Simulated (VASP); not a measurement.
Input of a VASP 6.6.1 run:

INCAR

```
SYSTEM = Cd
PREC = Accurate ; ENCUT = 600
EDIFF = 1E-6 ; ISMEAR = -1
SIGMA = 0.08 ; LREAL = .False.
LASPH = .True. ; NELM = 80
ALGO = Normal ; ISIF = 3
LWAVE = .False. ; LCHARG = .False.
IBRION = 2 ; NSW = 32
EDIFFG = -0.005 ; PSTRESS = 75.0
```

The input KPOINTS:

```
regular mesh
0
Gamma
  16 16 16
  0 0 0
```

Contents of POSCAR:

```
Cd
1.0
    0.0000000000      2.0918989404      2.0918989404
    2.0918989404      0.0000000000      2.0918989404
    2.0918989404      2.0918989404      0.0000000000
Cd
1
Direct
    0.0000000000      0.0000000000      0.0000000000
```

Potentials or basis: VASP PAW LDA potentials, release 64 (Cd).

Run with:

```console
$ cat potpaw_LDA.64/Cd/POTCAR > POTCAR
$ mpirun -np 1 vasp_std > vasp.out
```

(1) What does it give for the band gap on the k mesh?

(2) What does it give for the relaxed volume?

## Answers

(1) zero (band 6 reaches 6.15 eV, above the bottom of band 7 at 2.92 eV).

(2) 18.45 Å³/atom.

Caveat: the cell is relaxed towards a set pressure, so the enthalpy falls and the energy may rise.
